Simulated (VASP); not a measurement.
Set up this calculation in VASP 6.6.1, as the native input.

| Quantity | Value |
| --- | --- |
| Task | single point |
| Functional | r2SCAN |
| Potentials or basis | VASP PAW PBE potentials, release 64 (O, Sr_sv, Se) |
| Cutoff | 520 eV |
| k mesh | 6 × 6 × 4 |
| Occupations | fermi-dirac, width 0.02 eV |
| Spin | no spin polarisation |
| Dipole correction | no |
| Further INCAR settings | ALGO = Normal; EDIFF = 1e-07; NBANDS = 24 |

Sr2SeO:

```xyz
4
Lattice="4.1316 0.0000 0.0000 0.0000 4.1316 0.0000 0.0000 0.0000 5.8507" Properties=species:S:1:pos:R:3 pbc="T T T"
O     0.0000    0.0000    0.0000
Sr    0.0000    0.0000    2.9254
Sr    2.0658    2.0658    0.0000
Se    2.0658    2.0658    2.9254
```

One way to write it, as run:

POSCAR

```
Sr2SeO
1.0
    4.1315931192      0.0000000000      0.0000000000
    0.0000000000      4.1315931192      0.0000000000
    0.0000000000      0.0000000000      5.8507435020
O Sr Se
1 2 1
Direct
    0.0000000000      0.0000000000      0.0000000000
    0.0000000000      0.0000000000      0.5000000000
    0.5000000000      0.5000000000      0.0000000000
    0.5000000000      0.5000000000      0.5000000000
```

INCAR.step1

```
SYSTEM = Sr2SeO
PREC = Accurate
ENCUT = 520
ISMEAR = -1
SIGMA = 0.02
LREAL = .FALSE.
LASPH = .TRUE.
NELM = 100
NBANDS = 24
GGA = PE
ALGO = Normal
EDIFF = 1E-4
LWAVE = .TRUE.
LCHARG = .FALSE.
```

INCAR.step2

```
SYSTEM = Sr2SeO
PREC = Accurate
ENCUT = 520
EDIFF = 1E-7
ISMEAR = -1
SIGMA = 0.02
LREAL = .FALSE.
LASPH = .TRUE.
NELM = 100
ALGO = Normal
ISIF = 2
LWAVE = .FALSE.
LCHARG = .TRUE.
METAGGA = R2SCAN
LMIXTAU = .TRUE.
LELF = .TRUE.
LVHAR = .TRUE.
NBANDS = 24
ISTART = 1
```

KPOINTS

```
Automatic mesh
0
G
  6 6 4
  0 0 0
```

Potentials or basis: VASP PAW PBE potentials, release 64 (O, Sr_sv, Se).

The run is started by

```bash
$ cat potpaw_PBE.64/O/POTCAR potpaw_PBE.64/Sr_sv/POTCAR potpaw_PBE.64/Se/POTCAR > POTCAR
$ cp INCAR.step1 INCAR
$ mpirun -np 1 vasp_std > vasp.out
$ cp INCAR.step2 INCAR
$ mpirun -np 1 vasp_std > vasp.out
```

Results of the run:

```yaml
Pressure: 0.2 GPa
Band_gap_on_the_k_mesh: 2.39 eV, direct
```

Caveat: the PAW data sets were made with another functional, which shifts forces and pressure a little.

Run time: 2.2 min on 1 thread of Intel(R) Xeon(R) 6975P-C (Granite Rapids), with other jobs on the host, peak memory 0.27 GiB.
